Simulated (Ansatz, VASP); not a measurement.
Ag: VASP beside Ansatz

```
Ag
1.0
     0.00000    2.07344    2.07344
     2.07344    0.00000    2.07344
     2.07344    2.07344    0.00000
Ag
1
Direct
  0.00000 0.00000 0.00000
```

Alike in both runs: task single point; functional PBE; k mesh 13 × 13 × 13; occupations fermi-dirac, width 0.1 eV; no spin polarisation.

|  | VASP | Ansatz |
| --- | --- | --- |
| version | VASP 6.6.1 | Ansatz 0.2.0 |
| potentials or method | VASP PAW PBE potentials, release 64 (Ag), cutoff 520 eV | plane waves (420 eV) with PAW, scalar-relativistic |
| valence electrons in the cell | 11 | 19 |

```csv
,VASP,Ansatz,Ansatz less VASP
pressure (GPa),-0.1,0.0,+0.11
```

VASP's potentials hold 11 valence electrons a cell and Ansatz's 19, so a difference there can come from the potentials and not from the codes.
